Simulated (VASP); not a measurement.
Input of a VASP 6.6.1 run:

File INCAR:

```
SYSTEM = H2CO
PREC = Accurate
ENCUT = 1000
EDIFF = 1E-6
ISMEAR = -1
SIGMA = 0.05
LREAL = Auto
LASPH = .True.
NELM = 120
ALGO = Normal
ISIF = 2
LWAVE = .False.
LCHARG = .False.
GGA = PE
NBANDS = 70
GGA_COMPAT = .False.
```

File KPOINTS:

```
regular mesh
0
Gamma
  1 1 1
  0 0 0
```

File POSCAR:

```
H2CO
1.0
    8.5925300000      0.0000000000      0.0000000000
    0.0000000000      8.5925300000      0.0000000000
    0.0000000000      0.0000000000      8.5925300000
O C H
8 8 16
Direct
    0.2594695625      0.4530214035      0.7883824671
    0.9378262281      0.9363132861      0.0565142048
    0.9238489711      0.4593641221      0.2362051689
    0.6577922917      0.5049851441      0.6936722944
    0.6797648655      0.0894381515      0.2525216671
    0.4681973761      0.6359477360      0.2326904881
    0.2461789485     -0.0393481315      0.7213358580
    0.6883188071      0.8682425316      0.8038261141
    0.2960943983      0.5223374256      0.6710829057
    0.9117687107      0.8064563057      0.1013322037
    0.9840058749      0.3587069233      0.1615589355
    0.6994563883      0.3989046300      0.6061427775
    0.5440074111      0.0630082176      0.2230542110
    0.5289710947      0.5176589433      0.1776659494
    0.1329643306      0.0308058279      0.7671430882
    0.6085285707      0.8562320993      0.6846877462
    0.2725739683      0.6538702803      0.6606668816
    0.3237463238      0.4609585303      0.5642459206
    0.8624467997      0.7125026040      0.0274773553
    0.9307037625      0.7664098932      0.2304210751
    1.1185296996      0.3700423507      0.1446605365
    0.9397581388      0.2528126175      0.1160542937
    0.6776700227      0.3963326285      0.4754129459
    0.7595085499      0.3008543467      0.6551970142
    0.4569317768      0.1468833976      0.1869181719
    0.4958842157     -0.0582366311      0.2295831379
    0.5523984205      0.4077844360      0.2408021852
    0.5720550292      0.5184736044      0.0452602435
    0.0565491188      0.0937093033      0.6911468450
    0.0916377365      0.0357985366      0.8939509085
    0.6309550272      0.9139101056      0.5687265567
    0.4987355296      0.7869626292      0.6893313145
```

Potentials or basis: VASP PAW PBE potentials, release 64 (O_h, C_h, H_h).

Command:

```bash
$ cat potpaw_PBE.64/O_h/POTCAR potpaw_PBE.64/C_h/POTCAR potpaw_PBE.64/H_h/POTCAR > POTCAR
$ mpirun -np 1 vasp_gam > vasp.out
```

(1) Predict the largest force.

(2) What does it give for the band gap on the k mesh?

(3) Predict the pressure.

Answers

(1) 3.992 eV/Å.

(2) 2.66 eV.

(3) -0.5 GPa.

Caveat: the k points lie up to 0.73 Å⁻¹ apart; the atoms stand as in a frame of molecular dynamics.
